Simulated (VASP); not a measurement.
Wanted: the native input for a VASP 6.6.1 run.

| Quantity | Value |
| --- | --- |
| Task | single point |
| Functional | PBE |
| Potentials or basis | VASP PAW PBE potentials, release 64 (B, As) |
| Cutoff | 520 eV |
| k mesh | 6 × 2 × 4 |
| Occupations | gaussian, width 0.1 eV |
| Spin | no spin polarisation |
| Dipole correction | no |
| Further INCAR settings | ALGO = Normal; EDIFF = 1e-06; NBANDS = 36 |

The structure of BAs lies in POSCAR:

```
BAs
1.0
    3.3205533400      0.0000000000      0.0000000000
    0.0000000000     10.3524599300      0.0000000000
    0.0000000000      0.0000000000      4.8214629900
B As
6 6
Direct
    0.0000000000      0.6523099200      0.1196049900
    0.5000000000      0.8476900800      0.8803950100
    0.0000000000      0.0000000000      0.3810625100
    0.5000000000      0.1523099200      0.8803950100
    0.0000000000      0.3476900800      0.1196049900
    0.5000000000      0.5000000000      0.6189374900
    0.5000000000      0.6523099200      0.8803950100
    0.0000000000      0.8476900800      0.1196049900
    0.5000000000      0.0000000000      0.6189374900
    0.0000000000      0.1523099200      0.1196049900
    0.5000000000      0.3476900800      0.8803950100
    0.0000000000      0.5000000000      0.3810625100
```

The input as run:

INCAR

```
SYSTEM = BAs
  PREC = Accurate
  ENCUT = 520
  EDIFF = 1E-6
  ISMEAR = 0
  SIGMA = 0.1
  LREAL = .FALSE.
  LASPH = .TRUE.
  NELM = 80
  ALGO = Normal
  ISIF = 2
  LWAVE = .FALSE.
  LCHARG = .FALSE.
  GGA = PE
  NBANDS = 36
```

KPOINTS

```
Automatic mesh
0
G
  6 2 4
  0 0 0
```

Potentials or basis: VASP PAW PBE potentials, release 64 (B, As).

Run with:

```sh
$ cat potpaw_PBE.64/B/POTCAR potpaw_PBE.64/As/POTCAR > POTCAR
$ mpirun -np 1 vasp_std > vasp.out
```

Results of the run:

- Pressure: 15.6 GPa
- Largest force: 1.441 eV/Å
- Band gap on the k mesh: 0.20 eV, indirect (least direct gap 0.42 eV)

Caveat: forces of over 1 eV/Å act on the atoms, so gaps and moduli don't describe the material at rest.

It took 98 s on 1 thread of Intel(R) Xeon(R) 6975P-C (Granite Rapids), with other jobs on the host, peak memory 0.32 GiB.
